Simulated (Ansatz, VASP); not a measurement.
**One calculation of Ca, two programs**

```
CELL_PARAMETERS angstrom
0.00000 4.30210 4.30210
4.30210 0.00000 4.30210
4.30210 4.30210 0.00000
ATOMIC_POSITIONS crystal
Ca 0.00000 0.00000 0.00000
Ca 0.25000 0.25000 0.25000
```

Alike in both runs: functional PBE; k mesh 11 × 11 × 11; occupations fermi-dirac, width 0.05 eV; no spin polarisation.

Ansatz relaxed the structure, and its values are those at the end. VASP's run is a single point on that final structure, the one shown.

|  | VASP | Ansatz |
| --- | --- | --- |
| version | VASP 6.6.1 | Ansatz 0.2.0 |
| potentials or method | VASP PAW PBE potentials, release 64 (Ca_sv) | PAW with Ansatz's default frozen-core files, scalar-relativistic |
| plane-wave cutoff (eV) | 520 | 420 |
| valence electrons in the cell | 20 | 20 |

|  | VASP | Ansatz | Ansatz less VASP |
| --- | --- | --- | --- |
| pressure (GPa) | 0.0 | 0.0 | 0.00 |

The functional is the same, so the differences come from potentials, cutoffs and numerics.
